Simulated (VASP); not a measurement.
# Ge: single point with LDA

Slab: Ge, a slab with vacuum.

```
CELL_PARAMETERS angstrom
4.08500 0.00000 0.00000
-2.04250 3.53771 0.00000
0.00000 0.00000 28.00000
ATOMIC_POSITIONS crystal
Ge 0.33333 0.66667 0.51530
Ge 0.66667 0.33333 0.48470
```

```
Program                : VASP 6.6.1
Task                   : single point
Functional             : LDA
Potentials or basis    : VASP PAW LDA potentials, release 64 (Ge_d)
Cutoff                 : 520 eV
k mesh                 : 12 × 12 × 1
Occupations            : gaussian, width 0.1 eV
Spin                   : no spin polarisation
Dipole correction      : yes
Further INCAR settings : ALGO = Normal; EDIFF = 1e-07; NBANDS = 21
```

- Largest force: 1.067 eV/Å
- Band gap on the k mesh: zero (band 14 reaches -3.72 eV, above the bottom of band 15 at -3.78 eV)

Forces on the atoms (eV/Å):
```
Ge   0.000  0.000 -1.067
Ge   0.000  0.000  1.067
```

Levels at points of the mesh, in eV from the Fermi level:
```
           k point  band 12  band 13  band 14  band 15  band 16  band 17
(0.00, 0.00, 0.00)    -3.81     0.00     0.00     0.80     1.98     3.99
(0.50, 0.00, 0.00)    -7.02    -1.46    -1.22     0.56     1.94     5.12
```

It took 4.9 min on 1 thread of AMD EPYC 7R43 64-Core Processor (Zen 3), on a shared host, peak memory 0.37 GiB.
